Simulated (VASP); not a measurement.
Input of a VASP 6.6.1 run:

INCAR

```
PREC = Accurate ; ENCUT = 520
EDIFF = 1E-6 ; ISMEAR = -1
SIGMA = 0.08 ; LREAL = False
LASPH = True ; NELM = 80
ALGO = Normal ; ISIF = 2
LWAVE = False ; LCHARG = False
GGA = CA ; NBANDS = 20
```

KPOINTS

```
Automatic mesh
0
Gamma
  13 13 13
```

File POSCAR:

```
WS2
1.0
    1.5842462713      0.9146650112      6.1838063298
   -1.5842462713      0.9146650112      6.1838063298
    0.0000000000     -1.8293300223      6.1838063298
W S
1 2
Direct
    0.0000000000      0.0000000000      0.0000000000
    0.7503000000      0.7503000000      0.7503000000
    0.5810000000      0.5810000000      0.5810000000
```

Potentials or basis: VASP PAW LDA potentials, release 64 (W_sv, S).

Run with:

```console
$ cat potpaw_LDA.64/W_sv/POTCAR potpaw_LDA.64/S/POTCAR > POTCAR
$ mpirun -np 1 vasp_std > vasp.out
```

Problem. Estimate the band gap on the k mesh.

Solution. 1.01 eV, indirect (least direct gap 2.07 eV).

Problem. Predict the pressure.

Solution. -4.9 GPa.

Forces in eV/Å, atoms in the order of the input:
```
W    0.000  0.000 -0.574
S    0.000  0.000 -0.111
S    0.000  0.000  0.685
```

Caveat: spin-orbit coupling is left out, which moves the levels of the heavy elements. A k mesh can miss the band edges.
